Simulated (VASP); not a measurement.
# BeZn3Te4 (P1) in VASP: relaxation of cell and atoms with PBE

Aim: the relaxation of cell and atoms of BeZn3Te4 with PBE.

Everything below comes from runs of VASP 6.6.1. Logs are shortened: lines on timing, memory, paths and dates and some standing lists are left out, and cuts for length are marked.

### Step 1. The cell of the first run

The typed cell holds 8 atoms: a = 6.044 Å, b = 5.973 Å, c = 7.401 Å, α = 113.85°, β = 114.26°, γ = 90.19°.

### Step 2. Relaxation of cell and atoms, PBE

Input file INCAR:

```
PREC = Accurate
ENCUT = 600
EDIFF = 1E-7
ISMEAR = 0
SIGMA = 0.1
LREAL = False
LASPH = True
NELM = 100
ALGO = Normal
ISIF = 3
LWAVE = False
LCHARG = False
GGA = PE
IBRION = 2
NSW = 80
EDIFFG = -0.025
```

Input file KPOINTS:

```
regular mesh
0
Gamma
  4 4 4
```

Input file POSCAR:

```
BeZn3Te4
1.0
    6.0435157966     -0.0102231475     -0.0143838858
   -0.0102231475      5.9730046544     -0.0081914602
   -3.0310003901     -2.9895652313      6.0536366057
Be Zn Te
1 3 4
Direct
    0.0162213605     -0.0083042714     -0.0023526167
    0.7413972389      0.2521314387      0.5016482703
    0.2409323924      0.7574106475      0.5018703873
    0.5101788052      0.4999664679      1.0170774414
    0.6575372313      0.6597383503      0.7618420394
    0.1031399268      0.1061788451      0.7550916466
    0.3460904807      0.8857659055      0.2387930513
    0.8845025642      0.3471126165      0.2260297804
```

Potentials or basis: VASP PAW PBE potentials, release 64 (Be, Zn, Te).

Started as:

```console
$ cat potpaw_PBE.64/Be/POTCAR potpaw_PBE.64/Zn/POTCAR potpaw_PBE.64/Te/POTCAR > POTCAR
$ mpirun -np 1 vasp_std > vasp.out
```

OUTCAR:

```text
PREC = Accurate
   ENCUT = 600
   EDIFF = 1E-7
   ISMEAR = 0
   LREAL = False
   LASPH = True
   NELM = 100
   ISIF = 3
   GGA = PE
   IBRION = 2
   NSW = 80
   EDIFFG = -0.025

 ion  position               nearest neighbor table
   1  0.016  0.992  0.998-   7 2.36   6 2.39   5 2.40   8 2.49
   2  0.741  0.252  0.502-   5 2.63   7 2.64   6 2.65   8 2.76
   3  0.241  0.757  0.502-   6 2.58   7 2.65   8 2.67   5 2.71
   4  0.510  0.500  0.017-   8 2.57   7 2.70   6 2.77   5 2.85
   5  0.658  0.660  0.762-   1 2.40   2 2.63   3 2.71   4 2.85
   6  0.103  0.106  0.755-   1 2.39   3 2.58   2 2.65   4 2.77
   7  0.346  0.886  0.239-   1 2.36   2 2.64   3 2.65   4 2.70
   8  0.885  0.347  0.226-   1 2.49   4 2.57   3 2.67   2 2.76

  LATTYP: Found a triclinic cell.
 ALAT       =     7.3957662486
 B/A-ratio  =     0.8171623274
 C/A-ratio  =     0.8076267988
 COS(alpha) =     0.0033998613
 COS(beta)  =     0.4029801080
 COS(gamma) =     0.4138375416

  Lattice vectors:

 A1 = (   3.0412235376,  -2.9834394231,  -6.0454451455)
 A2 = (   6.0435157966,  -0.0102231475,  -0.0143838858)
 A3 = (   0.0102231475,  -5.9730046544,   0.0081914602)

Analysis of symmetry for initial positions (statically):
=====================================================================
 Subroutine PRICEL returns:
 Original cell was already a primitive cell.

 Routine SETGRP: Setting up the symmetry group for a
 triclinic supercell.

 Subroutine GETGRP returns: Found  1 space group operations
 (whereof  1 operations were pure point group operations)
 out of a pool of  2 trial point group operations.

The static configuration has the point symmetry C_1 .

Analysis of symmetry for dynamics (positions and initial velocities):
=====================================================================
 Subroutine PRICEL returns:
 Original cell was already a primitive cell.

 Routine SETGRP: Setting up the symmetry group for a
 triclinic supercell.

 Subroutine GETGRP returns: Found  1 space group operations
 (whereof  1 operations were pure point group operations)
 out of a pool of  2 trial point group operations.

The dynamic configuration has the point symmetry C_1 .

 Subroutine INISYM returns: Found  1 space group operations
 (whereof  1 operations are pure point group operations),
 and found     1 'primitive' translations

[... 127 lines left out ...]
  volume/ion in A,a.u.               =      27.26       183.99
  Fermi-wavevector in a.u.,A,eV,Ry     =   1.076409  2.034119 15.764487  1.158657
  Thomas-Fermi vector in A             =   2.212293
   LORBIT       =      0    0 simple, 1 ext, 2 COOP (PROOUT), +10 PAW based schemes
   GGA     = PE    functional components
   LHFCALC =     F    Hartree Fock is set to
   AEXX    =    0.0000 exact exchange contribution
   IVDW    =     0    specifies the selected vdW correction
   LEPSILON=     F    determine dielectric tensor
   LRPA    =     F    only Hartree local field effects (RPA)
 conjugate gradient relaxation of ions
 non-spin polarized calculation
 Gauss-broadening in eV      SIGMA  =   0.10
  energy-cutoff  :      600.00
  volume of cell :      218.11
 maximum number of plane-waves:      7300
   NGX = 25   NGY = 23   NGZ = 29

--------------------------------------- Ionic step        1  -------------------------------------------

 number of electron      61.9999990 magnetization

 Free energy of the ion-electron system (eV)
  ---------------------------------------------------
  ext. energy  EPLUGINS =         0.00000000
  ---------------------------------------------------
  free energy    TOTEN  =       -22.90703250 eV

  energy without entropy =      -22.90703250  energy(sigma->0) =      -22.90703250

------------------------ aborting loop because EDIFF is reached ----------------------------------------

  FORCE on cell =-STRESS in cart. coord.  units (eV):
  Direction    XX          YY          ZZ          XY          YZ          ZX
  --------------------------------------------------------------------------------------
  -------------------------------------------------------------------------------------
  Total        1.2412969      1.8425185      1.0457399     -0.5120133     -0.0805372      0.6200108
  in kB        9.1180600     13.5343890      7.6815782     -3.7610409     -0.5915934      4.5543465
  external PRESSURE =      10.1113424 kB  Pullay stress =       0.0000000 kB
[... 107 lines left out ...]
  FREE ENERGIE OF THE ION-ELECTRON SYSTEM (eV)
  ---------------------------------------------------
  free  energy   TOTEN  =       -23.0554071691 eV

  energy  without entropy=      -23.0554071691  energy(sigma->0) =      -23.05540717

[... ionic steps 4 to 9 ...]

--------------------------------------- Ionic step       10  -------------------------------------------

 number of electron      61.9999991 magnetization

------------------------ aborting loop because EDIFF is reached ----------------------------------------
[... 79 lines left out ...]
--------------------------------------- Ionic step       12  -------------------------------------------

 number of electron      61.9999972 magnetization

 Free energy of the ion-electron system (eV)
  ---------------------------------------------------
  ext. energy  EPLUGINS =         0.00000000
  ---------------------------------------------------
  free energy    TOTEN  =       -23.11736061 eV

  energy without entropy =      -23.11736061  energy(sigma->0) =      -23.11736061

 E-fermi :   3.7488     XC(G=0):  -8.8564

 val. band max:        3.3147699094   @ k =   0.0000   0.0000   0.0000
 cond. band min:       4.9171714858   @ k =   0.0000   0.0000   0.0000
 fundamental gap:      1.6024015764
 Fermi energy:         3.7487985216

 k-point     1 :       0.0000    0.0000    0.0000
  band No.  band energies     occupation
      1      -8.3938      2.00000
      2      -7.1464      2.00000
      3      -7.1311      2.00000
      4      -7.1294      2.00000
      5      -3.4694      2.00000
      6      -3.4510      2.00000
[... 949 lines left out ...]
     36       7.8741      0.00000
     37       8.0041      0.00000

 [... further k-points ...]

------------------------ aborting loop because EDIFF is reached ----------------------------------------

  FORCE on cell =-STRESS in cart. coord.  units (eV):
  Direction    XX          YY          ZZ          XY          YZ          ZX
  --------------------------------------------------------------------------------------
  -------------------------------------------------------------------------------------
  Total        0.0512887      0.0491412      0.0471126     -0.0264179      0.0718381      0.0146848
  in kB        0.3714011      0.3558506      0.3411606     -0.1913024      0.5202074      0.1063387
  external PRESSURE =       0.3561375 kB  Pullay stress =       0.0000000 kB
[... 23 lines left out ...]
  FREE ENERGIE OF THE ION-ELECTRON SYSTEM (eV)
  ---------------------------------------------------
  free  energy   TOTEN  =       -23.1173606128 eV

  energy  without entropy=      -23.1173606128  energy(sigma->0) =      -23.11736061

 reached required accuracy - stopping structural energy minimisation
```

OSZICAR:

```text
N       E                     dE             d eps       ncg     rms          rms(c)
DAV:   1     0.421113711183E+03    0.42111E+03   -0.28687E+04  2664   0.185E+03
DAV:   2     0.226960280205E+02   -0.39842E+03   -0.38631E+03  2708   0.386E+02
DAV:   3    -0.221920541640E+02   -0.44888E+02   -0.44082E+02  3100   0.126E+02
[... 131 lines left out ...]
DAV:   4    -0.231173589886E+02    0.58935E-04   -0.14530E-04  3097   0.149E-01    0.182E-02
DAV:   5    -0.231173604741E+02   -0.14855E-05   -0.40007E-05  3054   0.104E-01    0.104E-02
DAV:   6    -0.231173608689E+02   -0.39485E-06   -0.79863E-06  3265   0.400E-02    0.741E-03
DAV:   7    -0.231173607121E+02    0.15684E-06   -0.13295E-06  2944   0.302E-02    0.269E-03
DAV:   8    -0.231173606128E+02    0.99285E-07   -0.34691E-07  2609   0.122E-02
  12 F= -.23117361E+02 E0= -.23117361E+02  d E =-.323294E-03
```

CONTCAR:

```text
BeZn3Te4
   1.00000000000000
     6.0527819001792844    0.0012164864264725   -0.0012631147482063
     0.0015491957407152    6.0531108501956119   -0.0033130916449140
    -3.0282285097915409   -3.0304363089024426    6.0411535699787446
  Be              Zn              Te
     1     3     4
Direct
     0.0001415510694850    0.9998286018787074    0.0001908246919609
     0.7487462528068561    0.2500261048018103    0.4998888697452181
     0.2493565277425091    0.7510613308190393    0.4999953065130044
     0.5016693582147349    0.4992129940808576    0.9998879594421447
     0.6451752774149618    0.6461690684236255    0.7613985071315927
     0.1157816155105827    0.1168289661926465    0.7620298876651231
     0.3543373057025769    0.8828677550056412    0.2376192367047524
     0.8847921115382792    0.3540051788976739    0.2389894081062039

  0.00000000E+00  0.00000000E+00  0.00000000E+00
  0.00000000E+00  0.00000000E+00  0.00000000E+00
  0.00000000E+00  0.00000000E+00  0.00000000E+00
  0.00000000E+00  0.00000000E+00  0.00000000E+00
  0.00000000E+00  0.00000000E+00  0.00000000E+00
  0.00000000E+00  0.00000000E+00  0.00000000E+00
  0.00000000E+00  0.00000000E+00  0.00000000E+00
  0.00000000E+00  0.00000000E+00  0.00000000E+00
```

Run time: 1.7 h. Hardware: 1 thread of Oxide Virtual Turin-like, shared host; peak memory 0.57 GiB.

Results:

| Quantity | Value |
| --- | --- |
| Free energy | -23.1174 eV |
| Relaxed volume | 27.66 Å³/atom |
| Relaxed cell | a = 6.053 Å, b = 6.053 Å, c = 7.406 Å, α = 114.19°, β = 114.15°, γ = 89.97° |
| Space group after relaxing (to 0.1 Å) | I-42m (No. 121) |
| Energy gained by relaxing | 26.3 meV/atom |
| Ionic steps | 12 |
| Pressure after relaxing | 0.0 GPa |
| Largest force after relaxing | 0.019 eV/Å |
| Band gap on the k mesh | 1.60 eV |

Forces on the atoms (eV/Å):
```
Be   0.013  0.001 -0.007
Zn   0.014 -0.002  0.000
Zn   0.005 -0.003  0.001
Zn  -0.011  0.004 -0.001
Te  -0.004 -0.007  0.009
Te   0.001 -0.003  0.000
Te  -0.002  0.003  0.006
Te  -0.016  0.008 -0.008
```

Step by step:
| step | energy change (eV) | largest force (eV/Å) | pressure (GPa) | volume (Å³) |
| --- | --- | --- | --- | --- |
| 1 | 0.0000 | 0.8926 | 1.01 | 218.11 |
| 2 | -0.1300 | 0.5195 | -0.37 | 223.58 |
| 3 | -0.1484 | 0.3282 | -1.01 | 226.67 |
| 4 | -0.1940 | 0.1805 | -0.16 | 222.17 |
| 5 | -0.1973 | 0.1850 | 0.15 | 220.70 |
| 6 | -0.2029 | 0.1025 | 0.02 | 221.28 |
| 7 | -0.2040 | 0.0998 | -0.05 | 221.68 |
| 8 | -0.2065 | 0.0596 | -0.02 | 221.52 |
| 9 | -0.2071 | 0.0675 | 0.01 | 221.40 |
| 10 | -0.2085 | 0.0543 | 0.00 | 221.42 |
| 11 | -0.2100 | 0.0431 | -0.02 | 221.49 |
| 12 | -0.2103 | 0.0192 | 0.04 | 221.25 |

Final structure:
```yaml
crystal:
  lattice:
    - [6.05278, 0.00122, -0.00126]
    - [0.00155, 6.05311, -0.00331]
    - [-3.02823, -3.03044, 6.04115]
  atoms:
    - { symbol: Be, position: [0.00014, 0.99983, 0.00019] }
    - { symbol: Zn, position: [0.74875, 0.25003, 0.49989] }
    - { symbol: Zn, position: [0.24936, 0.75106, 0.50000] }
    - { symbol: Zn, position: [0.50167, 0.49921, 0.99989] }
    - { symbol: Te, position: [0.64518, 0.64617, 0.76140] }
    - { symbol: Te, position: [0.11578, 0.11683, 0.76203] }
    - { symbol: Te, position: [0.35434, 0.88287, 0.23762] }
    - { symbol: Te, position: [0.88479, 0.35401, 0.23899] }
```

Caveat: spin-orbit coupling is left out, which moves the levels of the heavy elements. A k mesh can miss the band edges.
